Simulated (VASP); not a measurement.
# Ta (R-3m) in VASP: single point with PBEsol

Aim: the single point of Ta with PBEsol.

Everything below comes from runs of VASP 6.6.1. Logs are shortened: lines on timing, memory, paths and dates and some standing lists are left out, and cuts for length are marked.

## (1) The cell of the first run

It takes space group R-3m (No. 166, trigonal). The conventional cell has a = 2.868 Å, b = 2.868 Å, c = 7.489 Å, α = 90.00°, β = 90.00°, γ = 120.00°. Within 3.8 Å of Ta (site symmetry -3m) lie 12 Ta at 2.87 to 3.00 Å.

## (2) Single point, PBEsol

Contents of INCAR:

```
PREC = Accurate
ENCUT = 500
EDIFF = 1E-6
ISMEAR = 0
SIGMA = 0.1
LREAL = False
LASPH = True
NELM = 120
ALGO = Normal
ISIF = 2
LWAVE = False
LCHARG = False
GGA = PS
NBANDS = 12
ISYM = 0
GGA_COMPAT = False
```

Contents of KPOINTS:

```
Automatic mesh
0
Gamma
  12 12 14
```

Contents of POSCAR:

```
Ta
1.0
    2.8679136055      0.0000000000      0.0000000000
   -1.4339568027      2.4836860382      0.0000000000
    1.4339568027      0.8278953461      2.4964419528
Ta
1
Direct
    0.0000000000      0.0000000000      0.0000000000
```

Potentials or basis: VASP PAW PBE potentials, release 64 (Ta_sv_GW).

Launch:

```sh
$ cat potpaw_PBE.64/Ta_sv_GW/POTCAR > POTCAR
$ mpirun -np 1 vasp_std > vasp.out
```

OUTCAR:

```text
PREC = Accurate
   ENCUT = 500
   EDIFF = 1E-6
   ISMEAR = 0
   LREAL = False
   LASPH = True
   NELM = 120
   ISIF = 2
   GGA = PS
   ISYM = 0

 ion  position               nearest neighbor table
   1  0.000  0.000  0.000-

IMPORTANT INFORMATION: All symmetrisations will be switched off!
NOSYMM: (Re-)initialisation of all symmetry stuff for point group C_1.

----------------------------------------------------------------------------------------

                                     Primitive cell

  volume of cell :      17.7821

  direct lattice vectors                    reciprocal lattice vectors
     2.867913606  0.000000000  0.000000000     0.348685539  0.201313690 -0.267046733
    -1.433956803  2.483686038  0.000000000     0.000000000  0.402627379 -0.133523366
     1.433956803  0.827895346  2.496441953     0.000000000  0.000000000  0.400570099

  length of vectors
     2.867913606  2.867913605  2.995641040     0.483138452  0.424190165  0.400570099

  position of ions in fractional coordinates (direct lattice)
     0.000000000  0.000000000  0.000000000

  ion indices of the primitive-cell ions
   primitive index   ion index
                 1           1

----------------------------------------------------------------------------------------

 KPOINTS: Automatic mesh

Automatic generation of k-mesh.
 Grid dimensions read from file:
 generate k-points for:   12   12   14

 Generating k-lattice:

  Cartesian coordinates                     Fractional coordinates (reciprocal lattice)
     0.029057128  0.016776141 -0.022253894     0.083333333  0.000000000  0.000000000
     0.000000000  0.033552282 -0.011126947     0.000000000  0.083333333  0.000000000
     0.000000000  0.000000000  0.028612150     0.000000000  0.000000000  0.071428571

  Length of vectors
     0.040261538  0.035349180  0.028612150

  Shift w.r.t. Gamma in fractional coordinates (k-lattice)
     0.000000000  0.000000000  0.000000000

 -----------------------------------------------------------------------------
|                                                                             |
|           W    W    AA    RRRRR   N    N  II  N    N   GGGG   !!!           |
|           W    W   A  A   R    R  NN   N  II  NN   N  G    G  !!!           |
|           W    W  A    A  R    R  N N  N  II  N N  N  G       !!!           |
|           W WW W  AAAAAA  RRRRR   N  N N  II  N  N N  G  GGG   !            |
|           WW  WW  A    A  R   R   N   NN  II  N   NN  G    G                |
|           W    W  A    A  R    R  N    N  II  N    N   GGGG   !!!           |
|                                                                             |
|     Your reciprocal lattice and k-lattice belong to different lattice       |
|     classes:                                                                |
|                                                                             |
|        The reciprocal lattice is rhombohedral (trigonal),                   |
|        whereas your k-lattice is base-centered monoclinic.                  |
|                                                                             |
|     Results are often still useful ...                                      |
|                                                                             |
 -----------------------------------------------------------------------------

 WARNING: IBZKPT: internal override: KBLOWUP is changed to .FALSE.
      ... skipping the blow-up phase ...

 Subroutine IBZKPT returns following result:
 ===========================================

 Found   1012 irreducible k-points:

 Following reciprocal coordinates:
            Coordinates               Weight
  0.000000  0.000000  0.000000      1.000000
  0.083333  0.000000  0.000000      2.000000
  0.166667  0.000000  0.000000      2.000000
  0.250000  0.000000  0.000000      2.000000
  0.333333  0.000000  0.000000      2.000000
  0.416667 -0.000000  0.000000      2.000000
[... 16 lines left out ...]
  0.250000  0.166667  0.000000      2.000000
  0.333333  0.166667  0.000000      2.000000
 [... further k-points ...]
   k-points           NKPTS =   1012   k-points in BZ     NKDIM =   1012   number of bands    NBANDS=     12
   number of dos      NEDOS =    301   number of ions     NIONS =      1
   total plane-waves  NPLWV =  13824
   dimension x,y,z NGX =    24 NGY =   24 NGZ =   24
   dimension x,y,z NGXF=    48 NGYF=   48 NGZF=   48
   ions per type =               1
   NGX,Y,Z   is equivalent  to a cutoff of  13.91, 13.91, 13.32 a.u.
   NGXF,Y,Z  is equivalent  to a cutoff of  27.82, 27.82, 26.64 a.u.
 SYSTEM =  unknown system
   PREC   = accura    normal or accurate (medium, high low for compatibility)
   ISTART =      0    job   : 0-new  1-cont  2-samecut
   ICHARG =      2    charge: 1-file 2-atom 10-const
   ISPIN  =      1    spin polarized calculation?
   LNONCOLLINEAR =      F non collinear calculations
   LSORBIT =      F    spin-orbit coupling
   LASPH  =      T    aspherical Exc in radial PAW
   ENCUT  =  500.0 eV  36.75 Ry    6.06 a.u.   5.23  5.23  5.46*2*pi/ulx,y,z
   NELM   =    120;   NELMIN=  2; NELMDL= -5     # of ELM steps
   EDIFF  = 0.1E-05   stopping-criterion for ELM
   LREAL  =      F    real-space projection
   EDIFFG = 0.1E-04   stopping-criterion for IOM
   NSW    =      0    number of steps for IOM
   IBRION =     -1    ionic relax: 0-MD 1-quasi-New 2-CG
   NFREE  =      0    steps in history (QN), initial steepest desc. (CG)
   ISIF   =      2    stress and relaxation
   ISYM   =      0    0-nonsym 1-usesym 2-fastsym
   POTIM  = 0.5000    time-step for ionic-motion
   TEBEG  =    0.0;   TEEND  =   0.0 temperature during run
   PSTRESS=    0.0 pullay stress
   NELECT =      13.0000    total number of electrons
   NUPDOWN=      -1.0000    fix difference up-down
   EMIN   =  10.00;   EMAX   =-10.00  energy-range for DOS
   EFERMI =   0.00;   METHOD = LEGACY
   ISMEAR =     0;   SIGMA  =   0.10  broadening in eV -4-tet -1-fermi 0-gaus
   EFERMI_NEDOS =   21; number of points for ismear=-14 and -15
   IALGO  =     38    algorithm
   IMIX   =      4    mixing-type and parameters
     AMIX     =   0.40;   BMIX     =  1.00
     AMIX_MAG =   1.60;   BMIX_MAG =  1.00
  volume/ion in A,a.u.               =      17.78       120.00
  Fermi-wavevector in a.u.,A,eV,Ry     =   1.474782  2.786934 29.592432  2.174982
  Thomas-Fermi vector in A             =   2.589511
   LORBIT       =      0    0 simple, 1 ext, 2 COOP (PROOUT), +10 PAW based schemes
   GGA     = PS    functional components
   LHFCALC =     F    Hartree Fock is set to
   AEXX    =    0.0000 exact exchange contribution
   IVDW    =     0    specifies the selected vdW correction
   LEPSILON=     F    determine dielectric tensor
   LRPA    =     F    only Hartree local field effects (RPA)
 non-spin polarized calculation
 Gauss-broadening in eV      SIGMA  =   0.10
  energy-cutoff  :      500.00
  volume of cell :       17.78
 maximum number of plane-waves:       464
 NGX is ok and might be reduce to    24
   NGX = 11   NGY = 11   NGZ = 11

 number of electron      13.0000000 magnetization

 Free energy of the ion-electron system (eV)
  ---------------------------------------------------
  ext. energy  EPLUGINS =         0.00000000
  ---------------------------------------------------
  free energy    TOTEN  =       -14.77988912 eV

  energy without entropy =      -14.77364652  energy(sigma->0) =      -14.77676782

 E-fermi :  10.8594     XC(G=0): -13.2285

 val. band max:       10.8593161361   @ k =   0.0000   0.0000   0.4286
 cond. band min:      10.8616337779   @ k =   0.0000   0.4167   0.0714
 fundamental gap:      0.0023176419
 Fermi energy:        10.8593574729

 k-point     1 :       0.0000    0.0000    0.0000
  band No.  band energies     occupation
      1     -56.6044      2.00000
      2     -22.5939      2.00000
      3     -22.4110      2.00000
      4     -22.4075      2.00000
      5       2.5367      2.00000
      6      10.5505      1.99999
      7      11.6391      0.00000
      8      11.6401      0.00000
      9      14.6094      0.00000
     10      14.6113      0.00000
     11      23.1513      0.00000
     12      27.2021      0.00000

 k-point     2 :       0.0833    0.0000    0.0000
  band No.  band energies     occupation
      1     -56.5941      2.00000
      2     -22.6351      2.00000
      3     -22.4902      2.00000
      4     -22.4365      2.00000
      5       2.9327      2.00000
      6      10.5384      1.99999
      7      11.4840      0.00000
      8      11.8786      0.00000
      9      14.0607      0.00000
     10      14.7401      0.00000
     11      23.9698      0.00000
     12      27.2250      0.00000

 k-point     3 :       0.1667    0.0000    0.0000
  band No.  band energies     occupation
      1     -56.5660      2.00000
      2     -22.8008      2.00000
      3     -22.6437      2.00000
      4     -22.5158      2.00000
      5       4.0236      2.00000
      6       9.8719      2.00000
      7      11.9030      0.00000
      8      12.5864      0.00000
      9      12.8099      0.00000
     10      15.1104      0.00000
     11      26.0657      0.00000
     12      27.1644      0.00000
[... 286 lines left out ...]
 k-point    23 :       0.2500    0.1667    0.0000
  band No.  band energies     occupation
      1     -56.4814      2.00000
      2     -23.4091      2.00000
      3     -22.8472      2.00000
      4     -22.8174      2.00000
      5       6.8856      2.00000
      6       8.5749      2.00000
      7      10.7627      1.82854
      8      13.3738      0.00000
      9      16.3022      0.00000
     10      17.1071      0.00000
     11      23.7319      0.00000
     12      26.6478      0.00000

 k-point    24 :       0.3333    0.1667    0.0000
  band No.  band energies     occupation
      1     -56.4568      2.00000
      2     -23.5172      2.00000
      3     -22.9540      2.00000
      4     -22.9128      2.00000
      5       6.9211      2.00000
      6       8.0948      2.00000
      7      11.7358      0.00000
      8      14.5519      0.00000
      9      17.2395      0.00000
     10      18.6931      0.00000
     11      21.4397      0.00000
     12      24.8653      0.00000

 [... further k-points ...]

------------------------ aborting loop because EDIFF is reached ----------------------------------------

  FORCE on cell =-STRESS in cart. coord.  units (eV):
  Direction    XX          YY          ZZ          XY          YZ          ZX
  --------------------------------------------------------------------------------------
  -------------------------------------------------------------------------------------
  Total        0.5301480      0.5253684      0.1620768      0.0041762      0.0132373      0.0229248
  in kB       47.7665070     47.3358638     14.6031718      0.3762769      1.1926814      2.0655298
  external PRESSURE =      36.5685142 kB  Pullay stress =       0.0000000 kB

 VOLUME and BASIS-vectors are now :
 -----------------------------------------------------------------------------
  energy-cutoff  :      500.00
  volume of cell :       17.78
      direct lattice vectors                 reciprocal lattice vectors
     2.867913606  0.000000000  0.000000000     0.348685539  0.201313690 -0.267046733
    -1.433956803  2.483686038  0.000000000     0.000000000  0.402627379 -0.133523366
     1.433956803  0.827895346  2.496441953     0.000000000  0.000000000  0.400570099

 POSITION                                       TOTAL-FORCE (eV/Angst)
 -----------------------------------------------------------------------------------
      0.00000      0.00000      0.00000         0.000000     -0.000001     -0.000000
 -----------------------------------------------------------------------------------
    total drift:                                0.000000     -0.000001     -0.000000

  FREE ENERGIE OF THE ION-ELECTRON SYSTEM (eV)
  ---------------------------------------------------
  free  energy   TOTEN  =       -14.7798891201 eV

  energy  without entropy=      -14.7736465154  energy(sigma->0) =      -14.77676782
```

It took 79 s on 1 thread of Intel Xeon Platinum 8488C (Sapphire Rapids), shared host; peak memory 0.34 GiB.

What came out:

* Free energy: -14.7799 eV
* Pressure: 3.7 GPa
* Band gap on the k mesh: zero (an odd number of electrons rules out a gap without spin polarisation)

Caveat: the cell stands under pressure; the PAW data sets were made with another functional, which shifts forces and pressure a little; spin-orbit coupling is left out, which moves the levels of the heavy elements.
